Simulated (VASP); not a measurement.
A run of VASP 6.6.1 is set up as follows.

Contents of INCAR:

```
  ALGO = Normal
  EDIFF = 1E-6
  ENCUT = 600
  GGA = PE
  GGA_COMPAT = F
  ISIF = 2
  ISMEAR = -1
  LASPH = T
  LCHARG = F
  LREAL = F
  LWAVE = F
  NBANDS = 15
  NELM = 120
  PREC = Accurate
  SIGMA = 0.02
```

The input KPOINTS:

```
k-points
0
Gamma
  8 8 8
```

The input POSCAR:

```
SrO
1.0
    0.0000000000      2.8012158146      2.7922805169
    2.8012158146      0.0000000000      2.7922805169
    2.8012158146      2.8012158146      0.0000000000
Sr O
1 1
Direct
    0.0000000000      0.0000000000      0.0000000000
    0.2500000000      0.2500000000      0.2500000000
```

Potentials or basis: VASP PAW PBE potentials, release 64 (Sr_sv, O).

Command:

```console
$ cat potpaw_PBE.64/Sr_sv/POTCAR potpaw_PBE.64/O/POTCAR > POTCAR
$ mpirun -np 1 vasp_std > vasp.out
```

Q: Predict the band gap on the k mesh.

A: 2.51 eV (least direct gap 3.34 eV).

Q: What does it give for the pressure?

A: 0.9 GPa.

Caveat: the cell differs from its parent crystal (biaxial xy strain +0.3%). A k mesh can miss the band edges.
